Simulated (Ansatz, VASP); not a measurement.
## BiO5 in VASP and in Ansatz

INCAR

```
SYSTEM = BiO5
PREC = Accurate ; ENCUT = 600
EDIFF = 1E-7 ; ISMEAR = 0
SIGMA = 0.2 ; LREAL = .False.
LASPH = .True. ; NELM = 120
ALGO = Normal ; ISIF = 3
LWAVE = .False. ; LCHARG = .False.
GGA = PE ; IBRION = 2
NSW = 36 ; EDIFFG = -0.08
GGA_COMPAT = .False. ; NELMIN = 4
```

KPOINTS

```
Automatic mesh
0
Gamma
  4 4 4
  0 0 0
```

The input POSCAR:

```
BiO5
1.0
    0.0000000000      3.3733750100      3.3733750100
    3.3733750100      0.0000000000      3.3733750100
    3.3733750100      3.3733750100      0.0000000000
Bi O
1 5
Direct
    0.0000000000      0.0000000000      0.0000000000
    0.3750000000      0.3750000000      0.8750000000
    0.3750000000      0.8750000000      0.3750000000
    0.8750000000      0.3750000000      0.3750000000
    0.3750000000      0.3750000000      0.3750000000
    0.7500000000      0.7500000000      0.7500000000
```

Input for Ansatz:

```yaml
crystal:
  lattice:
    - [0.0, 3.37337501, 3.37337501]
    - [3.37337501, 0.0, 3.37337501]
    - [3.37337501, 3.37337501, 0.0]
  atoms:
    - { symbol: Bi, position: [0.0, 0.0, 0.0] }
    - { symbol: O, position: [0.375, 0.375, 0.875] }
    - { symbol: O, position: [0.375, 0.875, 0.375] }
    - { symbol: O, position: [0.875, 0.375, 0.375] }
    - { symbol: O, position: [0.375, 0.375, 0.375] }
    - { symbol: O, position: [0.75, 0.75, 0.75] }
basis:
  ecutwfc: 420
kpoints:
  mp_grid: { grid: [4, 4, 4] }
hamiltonian:
  xc: pbe
scf:
  occupations: { method: gaussian, width: 0.2 }
  lower_state_search: "off"
output:
  forces: true
  stress: true
  eigenvalues: true
relax:
  adjacent_minimum: "off"
  f_tol: 0.08
  max_steps: 16
  cell: { stress_tol: 0.8 }
```

Change from the starting cell: species swapped into the Be5Au type (F-43m, No. 216).

Alike in both runs: task relaxation of cell and atoms; functional PBE; k mesh 4 × 4 × 4; occupations gaussian, width 0.2 eV; no spin polarisation.

|  | VASP | Ansatz |
| --- | --- | --- |
| version | VASP 6.6.1 | Ansatz 0.2.0 |
| potentials or method | VASP PAW PBE potentials, release 64 (Bi_d, O), cutoff 600 eV | scalar-relativistic, plane waves, PAW |
| valence electrons in the cell | 45 | 45 |

```csv
,VASP,Ansatz,Ansatz less VASP
"gap on the k mesh at the Fermi level, each at its own relaxed structure (eV)",none,none,-
relaxed volume (Å³/atom),10.56,10.58,+0.024
relaxed cell length with the largest relative difference (Å),4.474,4.478,+0.0034
```

A gap of «none» marks a metal or a gap that the smearing closes.

The k mesh is coarse, so the values compare programs but aren't converged. Neither program's run includes spin-orbit coupling. Noted on VASP's run: the volume moved by over 15 % at a fixed basis, so the end points are rough.
